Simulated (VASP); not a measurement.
## CdIn2O4: band structure with PBE

CdIn2O4:

```xyz
14
Lattice="0.0000 4.6029 4.6029 4.6029 0.0000 4.6029 4.6029 4.6029 0.0000" Properties=species:S:1:pos:R:3 pbc="T T T"
Cd    0.0000    0.0000    0.0000
Cd    2.3015    2.3015    2.3015
In    5.7537    5.7537    5.7537
In    5.7537    3.4522    3.4522
In    3.4522    3.4522    5.7537
In    3.4522    5.7537    3.4522
O     7.9362    7.9362    7.9362
O     3.5711    5.6348    5.6348
O     5.8725    5.8725    7.9362
O     5.6348    3.5711    5.6348
O     7.9362    5.8725    5.8725
O     3.5711    3.5711    3.5711
O     5.8725    7.9362    5.8725
O     5.6348    5.6348    3.5711
```

```yaml
Program: VASP 6.6.1
Task: band structure
Functional: PBE
Potentials_or_basis: VASP PAW PBE potentials, release 64 (Cd, In_d, O)
Cutoff: 520 eV
k_mesh: 6 × 6 × 6
Occupations: gaussian, width 0.03 eV
Spin: no spin polarisation
Further_INCAR_settings: ALGO = Normal; EDIFF = 1e-06
```

| Property | Result |
| --- | --- |
| Pressure | 5.8 GPa |
| Largest force | 0.081 eV/Å |
| Band gap on the k mesh | 1.05 eV (least direct gap 1.12 eV) |
| Band gap along the path | 1.05 eV (least direct gap 1.12 eV) |

Forces on the atoms (eV/Å):
```
Cd   0.000  0.000  0.000
Cd   0.000  0.000  0.000
In   0.000  0.000  0.000
In   0.000  0.000  0.000
In   0.000  0.000  0.000
In   0.000  0.000  0.000
O    0.047  0.047  0.047
O   -0.047  0.047  0.047
O   -0.047 -0.047  0.047
O    0.047 -0.047  0.047
O    0.047 -0.047 -0.047
O   -0.047 -0.047 -0.047
O   -0.047  0.047 -0.047
O    0.047  0.047 -0.047
```

Levels at the corners of the path, in eV from the valence-band top:
```tsv
point	band 58	band 59	band 60	band 61	band 62	band 63	band 64	band 65	band 66	band 67
Γ	-0.10	-0.10	-0.10	-0.06	-0.06	1.05	5.06	5.71	5.71	5.71
X	-0.70	-0.20	-0.20	-0.08	-0.08	4.54	4.54	6.03	6.03	6.60
X	-0.70	-0.20	-0.20	-0.08	-0.08	4.54	4.54	6.03	6.03	6.60
W	-0.67	-0.55	-0.55	-0.13	-0.13	4.96	4.96	5.11	5.11	7.06
W	-0.67	-0.55	-0.55	-0.13	-0.13	4.96	4.96	5.11	5.11	7.06
K	-0.59	-0.50	-0.37	-0.20	-0.01	4.75	4.77	4.85	6.10	6.59
K	-0.59	-0.50	-0.37	-0.20	-0.01	4.75	4.77	4.85	6.10	6.59
Γ	-0.10	-0.10	-0.10	-0.06	-0.06	1.05	5.06	5.71	5.71	5.71
Γ	-0.10	-0.10	-0.10	-0.06	-0.06	1.05	5.06	5.71	5.71	5.71
L	-0.33	-0.30	-0.30	0.00	0.00	3.75	3.93	5.97	6.58	6.60
L	-0.33	-0.30	-0.30	0.00	0.00	3.75	3.93	5.97	6.58	6.60
U	-0.59	-0.50	-0.37	-0.20	-0.01	4.75	4.77	4.85	6.10	6.59
U	-0.59	-0.50	-0.37	-0.20	-0.01	4.75	4.77	4.85	6.10	6.59
W	-0.67	-0.55	-0.55	-0.13	-0.13	4.96	4.96	5.11	5.11	7.06
W	-0.67	-0.55	-0.55	-0.13	-0.13	4.96	4.96	5.11	5.11	7.06
L	-0.33	-0.30	-0.30	0.00	0.00	3.75	3.93	5.97	6.58	6.60
L	-0.33	-0.30	-0.30	0.00	0.00	3.75	3.93	5.97	6.58	6.60
K	-0.59	-0.50	-0.37	-0.20	-0.01	4.75	4.77	4.85	6.10	6.59
U	-0.59	-0.50	-0.37	-0.20	-0.01	4.75	4.77	4.85	6.10	6.59
X	-0.70	-0.20	-0.20	-0.08	-0.08	4.54	4.54	6.03	6.03	6.60
```

It took 6.1 min on 4 MPI ranks on Intel(R) Xeon(R) 6975P-C (Granite Rapids), on a shared host, peak memory 0.51 GiB a rank.

Caveat: the cell stands under pressure; spin-orbit coupling is left out, which moves the levels of the heavy elements. PBE gaps usually lie below the measured ones, often by a third to a half.
